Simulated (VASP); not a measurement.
Set up this calculation in VASP 6.6.1, as the native input.

* Task: relaxation of cell and atoms
* Functional: PBE
* Potentials or basis: VASP PAW PBE potentials, release 64 (Fe, O)
* Cutoff: 600 eV
* k mesh: 11 × 11 × 11
* Occupations: fermi-dirac, width 0.05 eV
* Spin: collinear spin, ferromagnetic start
* Starting moments: [3.0, 0.0] μB
* Hubbard terms: Fe d U = 3.0 eV
* Dipole correction: no
* Further INCAR settings: ALGO = Normal; EDIFF = 1e-07; IBRION = 2; EDIFFG = -0.01; NSW = 60; ISIF = 3

The structure of FeO lies in POSCAR:

```
FeO
1.0
    0.0000000000      2.1554001600      2.1554001600
    2.1554001600      0.0000000000      2.1554001600
    2.1554001600      2.1554001600      0.0000000000
Fe O
1 1
Direct
    0.0000000000      0.0000000000      0.0000000000
    0.5000000000      0.5000000000      0.5000000000
```

These files were run (other wordings do the same):

INCAR

```
SYSTEM = FeO
PREC = Accurate
ENCUT = 600
EDIFF = 1E-7
ISMEAR = -1
SIGMA = 0.05
LREAL = .False.
LASPH = .True.
NELM = 150
ALGO = Normal
ISIF = 3
LWAVE = .False.
LCHARG = .False.
ISPIN = 2
MAGMOM = 3 0
LORBIT = 11
LMAXMIX = 4
LDAU = .True.
LDAUTYPE = 2
LDAUL = 2 -1
LDAUU = 3 0
LDAUJ = 0 0
LDAUPRINT = 1
GGA = PE
IBRION = 2
NSW = 60
EDIFFG = -0.01
```

KPOINTS

```
regular mesh
0
Gamma
  11 11 11
  0 0 0
```

Potentials or basis: VASP PAW PBE potentials, release 64 (Fe, O).

Launch:

```bash
$ cat potpaw_PBE.64/Fe/POTCAR potpaw_PBE.64/O/POTCAR > POTCAR
$ mpirun -np 1 vasp_std > vasp.out
```

Results of the run:

- Relaxed volume: 9.99 Å³/atom
- Relaxed cell: a = 3.046 Å, b = 3.046 Å, c = 3.046 Å, α = 60.00°, β = 60.00°, γ = 60.00°
- Space group after relaxing (to 0.1 Å): Fm-3m (No. 225)
- Energy gained by relaxing: 0.0 meV/atom
- Ionic steps: 3
- Pressure after relaxing: 0.0 GPa
- Band gap on the k mesh: zero (filled and empty bands overlap)
- Net moment: 4.00 μB per cell
- Site moments: Fe +3.76; O +0.23 μB
- Valence electrons inside the program's atomic spheres: Fe 6.74; O 5.01

Caveat: a cell with one magnetic atom can't hold antiferromagnetic order, which such compounds often take.

Run time: 38 s on 1 thread of AMD EPYC 9R45 96-Core Processor (Zen 5) (shared host), peak memory 0.14 GiB.
